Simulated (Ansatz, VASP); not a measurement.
## IrOs2: VASP beside Ansatz

The input INCAR:

```
PREC = Accurate
ENCUT = 520
EDIFF = 1E-6
ISMEAR = -1
SIGMA = 0.08
LREAL = False
LASPH = True
NELM = 100
ALGO = Normal
ISIF = 2
LWAVE = False
LCHARG = False
LDIPOL = True
IDIPOL = 3
DIPOL = 0.5 0.5 0.500
GGA = CA
NBANDS = 20
```

KPOINTS

```
Automatic mesh
0
Gamma
  17 17 1
```

POSCAR

```
IrOs2
1.0
    2.6891484158      0.0000000000      0.0000000000
   -1.3445742079      2.3288708427      0.0000000000
    0.0000000000      0.0000000000     20.3914000000
Ir Os
1 2
Direct
    0.1666666667      0.3333333333      0.3960381901
    0.5000000000      1.0000000000      0.4999999936
    0.8333333333      0.6666666667      0.6039618160
```

Input for Ansatz:

```yaml
crystal:
  lattice:
    - [2.6891484158, 0.0, 0.0]
    - [-1.3445742079, 2.3288708427, 0.0]
    - [0.0, 0.0, 20.3914]
  atoms:
    - { symbol: Ir, position: [0.1666666667, 0.3333333333, 0.3960381901] }
    - { symbol: Os, position: [0.5, 1.0, 0.4999999936] }
    - { symbol: Os, position: [0.8333333333, 0.6666666667, 0.603961816] }
kpoints:
  mp_grid: { grid: [17, 17, 1] }
scf:
  occupations: { method: fermi_dirac, width: 0.08 }
hamiltonian:
  xc: lda
  pseudopotentials: { kind: all_electron, lapw: { basis_error: 0.001 } }
output:
  forces: true
  stress: true
  eigenvalues: true
efield:
  axis: 3
  amplitude: 0
  dipole_correction: true
```

Alike in both runs: task single point; functional LDA; k mesh 17 × 17 × 1; occupations fermi-dirac, width 0.08 eV; no spin polarisation.

|  | VASP | Ansatz |
| --- | --- | --- |
| version | VASP 6.6.1 | Ansatz 0.2.0 |
| potentials or method | VASP PAW LDA potentials, release 64 (Ir, Os), cutoff 520 eV | all-electron LAPW, scalar-relativistic |

Ansatz gave:

| Property | Result |
| --- | --- |
| rms of the force components (eV/Å) | 0.359 |

Q: Estimate VASP's values.

A: rms of the force components (eV/Å): 0.387.

LDA's correlation is that of Perdew and Zunger in VASP and of Perdew and Wang (1992) in Ansatz. Atom by atom the forces differ by 0.046 eV/Å (rms over components). Ansatz ran all-electron here, and VASP with PAW potentials.

Spin-orbit coupling is off throughout.
